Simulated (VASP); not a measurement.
# WSe2 in VASP: further runs

Runs on WSe2. Level: PBE+D3(BJ). Tasks: single point.

Everything below comes from runs of VASP 6.6.1. Logs are shortened: lines on timing, memory, paths and dates and some standing lists are left out, and cuts for length are marked.

**1. The cell of the first run**

The cell holds a slab with vacuum, 3 atoms: a = 3.373 Å, b = 3.373 Å, c = 32.737 Å, α = 90.00°, β = 90.00°, γ = 120.00°.

**2. Single point, PBE+D3(BJ)**

Input file INCAR:

```
SYSTEM = WSe2
ALGO = Normal ; DIPOL = 0.5 0.5 0.500
EDIFF = 1E-7 ; ENCUT = 520
GGA = PE ; IDIPOL = 3
ISIF = 2 ; ISMEAR = 0
IVDW = 12 ; LASPH = .True.
LCHARG = .False. ; LDIPOL = .True.
LREAL = .False. ; LWAVE = .False.
NBANDS = 20 ; NELM = 80
PREC = Accurate ; SIGMA = 0.02
```

Input file KPOINTS:

```
k-points
0
Gamma
  9 9 1
  0 0 0
```

Input file POSCAR:

```
WSe2
1.0
    3.3730000000      0.0000000000      0.0000000000
   -1.6865000000      2.9211036870      0.0000000000
    0.0000000000      0.0000000000     32.7373831004
Se W
2 1
Direct
    0.3333333333      0.6666666667      0.4512178480
    0.3333333333      0.6666666667      0.5487821520
    0.6666666667      0.3333333333      0.5000000000
```

Potentials or basis: VASP PAW PBE potentials, release 64 (Se, W_sv).

Launch:

```bash
cat potpaw_PBE.64/Se/POTCAR potpaw_PBE.64/W_sv/POTCAR > POTCAR
mpirun -np 1 vasp_std > vasp.out
```

OUTCAR:

```text
SYSTEM = WSe2
   EDIFF = 1E-7
   ENCUT = 520
   GGA = PE
   ISIF = 2
   ISMEAR = 0
   IVDW = 12
   LASPH = .True.
   LREAL = .False.
   NELM = 80
   PREC = Accurate
 IVDW          = 12

 ion  position               nearest neighbor table
   1  0.333  0.667  0.451-   3 2.52   3 2.52   3 2.52
   2  0.333  0.667  0.549-   3 2.52   3 2.52   3 2.52
   3  0.667  0.333  0.500-   1 2.52   2 2.52   1 2.52   2 2.52   1 2.52   2 2.52

  LATTYP: Found a hexagonal cell.
 ALAT       =     3.3730000000
 C/A-ratio  =     9.7057168990

  Lattice vectors:

 A1 = (   3.3730000000,   0.0000000000,   0.0000000000)
 A2 = (  -1.6865000000,   2.9211036870,   0.0000000000)
 A3 = (   0.0000000000,   0.0000000000,  32.7373831004)

Analysis of symmetry for initial positions (statically):
=====================================================================
 Subroutine PRICEL returns:
 Original cell was already a primitive cell.

 Routine SETGRP: Setting up the symmetry group for a
 hexagonal supercell.

 Subroutine GETGRP returns: Found 12 space group operations
 (whereof 12 operations were pure point group operations)
 out of a pool of 24 trial point group operations.

The static configuration has the point symmetry D_3h.

Analysis of symmetry for dynamics (positions and initial velocities):
=====================================================================
 Subroutine PRICEL returns:
 Original cell was already a primitive cell.

 Routine SETGRP: Setting up the symmetry group for a
 hexagonal supercell.

 Subroutine GETGRP returns: Found 12 space group operations
 (whereof 12 operations were pure point group operations)
 out of a pool of 24 trial point group operations.

The dynamic configuration has the point symmetry D_3h.

 Subroutine INISYM returns: Found 12 space group operations
 (whereof 12 operations are pure point group operations),
 and found     1 'primitive' translations

----------------------------------------------------------------------------------------

                                     Primitive cell

  volume of cell :     322.5576

  direct lattice vectors                    reciprocal lattice vectors
     3.373000000  0.000000000  0.000000000     0.296471983  0.171168179  0.000000000
    -1.686500000  2.921103687  0.000000000     0.000000000  0.342336359  0.000000000
     0.000000000  0.000000000 32.737383100     0.000000000  0.000000000  0.030546119

  length of vectors
     3.373000000  3.373000000 32.737383100     0.342336359  0.342336359  0.030546119

  position of ions in fractional coordinates (direct lattice)
     0.333333333  0.666666667  0.451217848
     0.333333333  0.666666667  0.548782152
     0.666666667  0.333333333  0.500000000

  ion indices of the primitive-cell ions
   primitive index   ion index
                 1           1
                 2           2
                 3           3

----------------------------------------------------------------------------------------

 KPOINTS: k-points

Automatic generation of k-mesh.
 Grid dimensions read from file:
 generate k-points for:    9    9    1

 Generating k-lattice:

  Cartesian coordinates                     Fractional coordinates (reciprocal lattice)
     0.032941331  0.019018687  0.000000000     0.111111111  0.000000000  0.000000000
     0.000000000  0.038037373  0.000000000     0.000000000  0.111111111  0.000000000
     0.000000000  0.000000000  0.030546119     0.000000000  0.000000000  1.000000000

  Length of vectors
     0.038037373  0.038037373  0.030546119

  Shift w.r.t. Gamma in fractional coordinates (k-lattice)
     0.000000000  0.000000000  0.000000000

 Subroutine IBZKPT returns following result:
 ===========================================

 Found     12 irreducible k-points:

 Following reciprocal coordinates:
            Coordinates               Weight
  0.000000  0.000000  0.000000      1.000000
  0.111111  0.000000  0.000000      6.000000
  0.222222  0.000000  0.000000      6.000000
  0.333333  0.000000  0.000000      6.000000
  0.444444  0.000000  0.000000      6.000000
  0.111111  0.111111  0.000000      6.000000
  0.222222  0.111111  0.000000     12.000000
  0.333333  0.111111  0.000000     12.000000
  0.444444  0.111111  0.000000      6.000000
  0.222222  0.222222  0.000000      6.000000
  0.333333  0.222222  0.000000     12.000000
  0.333333  0.333333  0.000000      2.000000
   k-points           NKPTS =     12   k-points in BZ     NKDIM =     12   number of bands    NBANDS=     20
   number of dos      NEDOS =    301   number of ions     NIONS =      3
   total plane-waves  NPLWV = 196000
   dimension x,y,z NGX =    28 NGY =   28 NGZ =  250
   dimension x,y,z NGXF=    56 NGYF=   56 NGZF=  500
   ions per type =               2   1
   NGX,Y,Z   is equivalent  to a cutoff of  13.80, 13.80, 12.70 a.u.
   NGXF,Y,Z  is equivalent  to a cutoff of  27.60, 27.60, 25.39 a.u.
 SYSTEM =  WSe2
   PREC   = accura    normal or accurate (medium, high low for compatibility)
   ISTART =      0    job   : 0-new  1-cont  2-samecut
   ICHARG =      2    charge: 1-file 2-atom 10-const
   ISPIN  =      1    spin polarized calculation?
   LNONCOLLINEAR =      F non collinear calculations
   LSORBIT =      F    spin-orbit coupling
   LASPH  =      T    aspherical Exc in radial PAW
   ENCUT  =  520.0 eV  38.22 Ry    6.18 a.u.   6.27  6.27 60.87*2*pi/ulx,y,z
   NELM   =     80;   NELMIN=  2; NELMDL= -5     # of ELM steps
   EDIFF  = 0.1E-06   stopping-criterion for ELM
   LREAL  =      F    real-space projection
   EDIFFG = 0.1E-05   stopping-criterion for IOM
   NSW    =      0    number of steps for IOM
   IBRION =     -1    ionic relax: 0-MD 1-quasi-New 2-CG
   NFREE  =      0    steps in history (QN), initial steepest desc. (CG)
   ISIF   =      2    stress and relaxation
   ISYM   =      2    0-nonsym 1-usesym 2-fastsym
   POTIM  = 0.5000    time-step for ionic-motion
   TEBEG  =    0.0;   TEEND  =   0.0 temperature during run
   PSTRESS=    0.0 pullay stress
   NELECT =      26.0000    total number of electrons
   NUPDOWN=      -1.0000    fix difference up-down
   EMIN   =  10.00;   EMAX   =-10.00  energy-range for DOS
   EFERMI =   0.00;   METHOD = LEGACY
   ISMEAR =     0;   SIGMA  =   0.02  broadening in eV -4-tet -1-fermi 0-gaus
   EFERMI_NEDOS =   21; number of points for ismear=-14 and -15
   IALGO  =     38    algorithm
   IMIX   =      4    mixing-type and parameters
     AMIX     =   0.40;   BMIX     =  1.00
     AMIX_MAG =   1.60;   BMIX_MAG =  1.00
  volume/ion in A,a.u.               =     107.52       725.58
  Fermi-wavevector in a.u.,A,eV,Ry     =   0.707180  1.336377  6.804329  0.500104
  Thomas-Fermi vector in A             =   1.793160
   LORBIT       =      0    0 simple, 1 ext, 2 COOP (PROOUT), +10 PAW based schemes
   GGA     = PE    functional components
   LHFCALC =     F    Hartree Fock is set to
   AEXX    =    0.0000 exact exchange contribution
   IVDW    =    12    specifies the selected vdW correction
   LEPSILON=     F    determine dielectric tensor
   LRPA    =     F    only Hartree local field effects (RPA)
 non-spin polarized calculation
 Gauss-broadening in eV      SIGMA  =   0.02
  energy-cutoff  :      520.00
  volume of cell :      322.56
 maximum number of plane-waves:      8718
 NGX is ok and might be reduce to    28
   NGX = 13   NGY = 13   NGZ =121

 number of electron      26.0000002 magnetization

 dipolmoment           0.000000      0.000000      0.000000 electrons x Angstroem

 Free energy of the ion-electron system (eV)
  ---------------------------------------------------
  ext. energy  EPLUGINS =         0.00000000
  ---------------------------------------------------
  free energy    TOTEN  =       -21.52981132 eV

  energy without entropy =      -21.52981132  energy(sigma->0) =      -21.52981132

 E-fermi :  -2.9369     XC(G=0):  -2.3846

 val. band max:       -3.0834182422   @ k =   0.0000   0.0000   0.0000
 cond. band min:      -1.9553335078   @ k =   0.3333   0.3333   0.0000
 fundamental gap:      1.1280847345
 Fermi energy:        -2.9368694699

 k-point     1 :       0.0000    0.0000    0.0000
  band No.  band energies     occupation
      1     -77.1903      2.00000
      2     -41.3960      2.00000
      3     -41.3619      2.00000
      4     -41.3619      2.00000
      5     -17.8930      2.00000
      6     -16.4103      2.00000
[... 12 lines left out ...]
     19       1.7550      0.00000
     20       2.0028      0.00000

 k-point     2 :       0.1111    0.0000    0.0000
  band No.  band energies     occupation
      1     -77.1895      2.00000
      2     -41.3917      2.00000
      3     -41.3837      2.00000
      4     -41.3670      2.00000
      5     -17.7230      2.00000
      6     -16.3383      2.00000
[... 12 lines left out ...]
     19       1.9827      0.00000
     20       2.3514      0.00000

 k-point     3 :       0.2222    0.0000    0.0000
  band No.  band energies     occupation
      1     -77.1873      2.00000
      2     -41.4386      2.00000
      3     -41.3809      2.00000
      4     -41.3798      2.00000
      5     -17.2586      2.00000
      6     -16.1433      2.00000
[... 12 lines left out ...]
     19       2.6147      0.00000
     20       3.0278      0.00000

 k-point     4 :       0.3333    0.0000    0.0000
  band No.  band energies     occupation
      1     -77.1849      2.00000
      2     -41.5004      2.00000
      3     -41.3944      2.00000
      4     -41.3686      2.00000
      5     -16.6491      2.00000
      6     -15.8944      2.00000
[... 153 lines left out ...]
 k-point    11 :       0.3333    0.2222    0.0000
  band No.  band energies     occupation
      1     -77.1826      2.00000
      2     -41.5189      2.00000
      3     -41.4478      2.00000
      4     -41.3571      2.00000
      5     -15.9836      2.00000
      6     -15.6120      2.00000
[... 12 lines left out ...]
     19       4.3144      0.00000
     20       5.1072      0.00000

 k-point    12 :       0.3333    0.3333    0.0000
  band No.  band energies     occupation
      1     -77.1821      2.00000
      2     -41.5021      2.00000
      3     -41.4779      2.00000
      4     -41.3549      2.00000
      5     -15.8527      2.00000
      6     -15.5512      2.00000
[... 12 lines left out ...]
     19       3.1440      0.00000
     20       5.5971      0.00000

------------------------ aborting loop because EDIFF is reached ----------------------------------------

 vacuum level on the upper side and lower side of the slab       (xc-potential included)        -0.012        -0.012

 Edisp (eV)   -0.97644

 E8    (eV) :    -0.4644

  FORCE on cell =-STRESS in cart. coord.  units (eV):
  Direction    XX          YY          ZZ          XY          YZ          ZX
  --------------------------------------------------------------------------------------
  -------------------------------------------------------------------------------------
  Total      -0.84169    -0.84169     3.44075     0.00000     0.00000     0.00000
  in kB      -4.18075    -4.18075    17.09054     0.00000     0.00000     0.00000
  external pressure =        2.91 kB  Pullay stress =        0.00 kB

 VOLUME and BASIS-vectors are now :
 -----------------------------------------------------------------------------
  energy-cutoff  :      520.00
  volume of cell :      322.56
      direct lattice vectors                 reciprocal lattice vectors
     3.373000000  0.000000000  0.000000000     0.296471983  0.171168179  0.000000000
    -1.686500000  2.921103687  0.000000000     0.000000000  0.342336359  0.000000000
     0.000000000  0.000000000 32.737383100     0.000000000  0.000000000  0.030546119

 POSITION                                       TOTAL-FORCE (eV/Angst)
 -----------------------------------------------------------------------------------
     -0.00000      1.94740     14.77169        -0.000000      0.000000     -1.080910
     -0.00000      1.94740     17.96569        -0.000000      0.000000      1.080910
      1.68650      0.97370     16.36869         0.000000      0.000000      0.000000
 -----------------------------------------------------------------------------------
    total drift:                               -0.000000      0.000000      0.000000

  FREE ENERGIE OF THE ION-ELECTRON SYSTEM (eV)
  ---------------------------------------------------
  free  energy   TOTEN  =       -22.5062501983 eV

  energy  without entropy=      -22.5062501983  energy(sigma->0) =      -22.50625020

 vacuum level on the upper side and lower side of the slab         2.101         2.101
```

It took 4.2 min on 1 thread of AMD EPYC 7R13, shared host; peak memory 0.46 GiB.

What came out:

```yaml
Free_energy: -22.5063 eV
Largest_force: 1.081 eV/Å
Band_gap_on_the_k_mesh: 1.13 eV (least direct gap 1.25 eV)
Dispersion_energy_per_atom: -0.325 eV
```

Forces on the atoms (eV/Å):
```
Se   0.000  0.000 -1.081
Se   0.000  0.000  1.081
W    0.000  0.000  0.000
```

Caveat: spin-orbit coupling is left out, which moves the levels of the heavy elements.

**3. Single point, PBE+D3(BJ)**

Input file INCAR:

```
SYSTEM = WSe2
PREC = Accurate
ENCUT = 520
EDIFF = 1E-6
ISMEAR = 0
SIGMA = 0.02
LREAL = .FALSE.
LASPH = .TRUE.
NELM = 80
ALGO = Normal
ISIF = 2
LWAVE = .FALSE.
LCHARG = .FALSE.
LDIPOL = .TRUE.
IDIPOL = 3
DIPOL = 0.5 0.5 0.500
GGA = PE
IVDW = 12
NBANDS = 20
```

Input file KPOINTS:

```
regular mesh
0
G
  9 9 1
  0 0 0
```

Input file POSCAR:

```
WSe2
1.0
    3.3730000000      0.0000000000      0.0000000000
   -1.6865000000      2.9211036870      0.0000000000
    0.0000000000      0.0000000000     32.7373831004
Se W
2 1
Direct
    0.3333333333      0.6666666667      0.4494309000
    0.3333333333      0.6666666667      0.5505691000
    0.6666666667      0.3333333333      0.5000000000
```

Potentials or basis: VASP PAW PBE potentials, release 64 (Se, W_sv).

Launch:

```bash
cat potpaw_PBE.64/Se/POTCAR potpaw_PBE.64/W_sv/POTCAR > POTCAR
mpirun -np 1 vasp_std > vasp.out
```

Run time: 3.7 min. Hardware: 1 thread of AMD EPYC 7R13, shared host; peak memory 0.46 GiB.

It converged, with:

```yaml
Free_energy: -22.5678 eV
Band_gap_on_the_k_mesh: 1.36 eV
Dispersion_energy_per_atom: -0.321 eV
```

Levels at points of the mesh, in eV from the valence-band top:
```tsv
k point	band 9	band 10	band 11	band 12	band 13	band 14	band 15	band 16	band 17	band 18
(0.00, 0.00, 0.00)	-2.44	-1.92	-1.35	-1.35	-0.12	2.79	2.79	3.01	3.01	4.15
```

Caveat: spin-orbit coupling is left out, which moves the levels of the heavy elements.

**4. Single point, PBE+D3(BJ)**

Input file INCAR:

```
PREC     = Accurate       # precision mode
ENCUT    = 520            # plane-wave cutoff, eV
EDIFF    = 1E-7           # SCF threshold, eV
ISMEAR   = 0              # smearing method
SIGMA    = 0.02           # smearing width, eV
LREAL    = False          # projectors in reciprocal space
LASPH    = True           # aspherical terms in the spheres
NELM     = 100            # most SCF steps
ALGO     = Normal         # electronic algorithm
ISIF     = 2              # what is computed and relaxed
LWAVE    = False          # write WAVECAR
LCHARG   = False          # write CHGCAR
LDIPOL   = True         
IDIPOL   = 3            
DIPOL    = 0.5 0.5 0.500
GGA      = PE             # functional
IVDW     = 12             # dispersion correction
NBANDS   = 20             # bands
```

Input file KPOINTS:

```
regular mesh
0
Gamma
  9 9 1
```

Input file POSCAR:

```
WSe2
1.0
    3.3730000000      0.0000000000      0.0000000000
   -1.6865000000      2.9211036870      0.0000000000
    0.0000000000      0.0000000000     32.7373831004
Se W
2 1
Direct
    0.3333333333      0.6666666667      0.4476439520
    0.3333333333      0.6666666667      0.5523560480
    0.6666666667      0.3333333333      0.5000000000
```

Launch:

```bash
cat potpaw_PBE.64/Se/POTCAR potpaw_PBE.64/W_sv/POTCAR > POTCAR
mpirun -np 1 vasp_std > vasp.out
```

Wall time 4.1 min (1 thread of AMD EPYC 7R13, shared host); peak memory 0.46 GiB.

It converged, with:

```
Free energy                : -22.5121 eV
Largest force              : 0.925 eV/Å
Band gap on the k mesh     : 1.46 eV
Dispersion energy per atom : -0.317 eV
```

Forces on the atoms (eV/Å):
```
Se   0.000  0.000  0.925
Se   0.000  0.000 -0.925
W    0.000  0.000  0.000
```

Levels at points of the mesh, in eV from the valence-band top:
```
           k point  band 10  band 11  band 12  band 13  band 14  band 15  band 16  band 17
(0.00, 0.00, 0.00)    -2.11    -1.19    -1.19    -0.32     2.70     2.70     2.80     2.80
```

Caveat: spin-orbit coupling is left out, which moves the levels of the heavy elements.

**5. Single point, PBE+D3(BJ)**

Input file INCAR:

```
  PREC = Accurate
  ENCUT = 520
  EDIFF = 1E-6
  ISMEAR = 0
  SIGMA = 0.02
  LREAL = False
  LASPH = True
  NELM = 60
  ALGO = Normal
  ISIF = 2
  LWAVE = False
  LCHARG = False
  LDIPOL = True
  IDIPOL = 3
  DIPOL = 0.5 0.5 0.500
  GGA = PE
  IVDW = 12
  NBANDS = 20
```

Input file KPOINTS:

```
Automatic mesh
0
Gamma
  9 9 1
```

Input file POSCAR:

```
WSe2
1.0
    3.3730000000      0.0000000000      0.0000000000
   -1.6865000000      2.9211036870      0.0000000000
    0.0000000000      0.0000000000     32.7373831004
Se W
2 1
Direct
    0.3333333333      0.6666666667      0.4458570041
    0.3333333333      0.6666666667      0.5541429959
    0.6666666667      0.3333333333      0.5000000000
```

Launch:

```bash
cat potpaw_PBE.64/Se/POTCAR potpaw_PBE.64/W_sv/POTCAR > POTCAR
mpirun -np 1 vasp_std > vasp.out
```

Wall time 3.9 min (1 thread of AMD EPYC 7R13, shared host); peak memory 0.46 GiB.

It converged, with:

| Item | Value |
| --- | --- |
| Free energy | -22.3565 eV |
| Largest force | 1.711 eV/Å |
| Band gap on the k mesh | 1.46 eV (least direct gap 1.55 eV) |
| Dispersion energy per atom | -0.313 eV |

Forces on the atoms (eV/Å):
```
Se   0.000  0.000  1.711
Se   0.000  0.000 -1.711
W    0.000  0.000  0.000
```

Levels at points of the mesh, in eV from the valence-band top:
```csv
k point,band 10,band 11,band 12,band 13,band 14,band 15,band 16,band 17
"(0.00, 0.00, 0.00)",-1.96,-1.01,-1.01,-0.50,2.63,2.63,2.63,2.63
```

Caveat: spin-orbit coupling is left out, which moves the levels of the heavy elements.

[end of part 1 of 2]
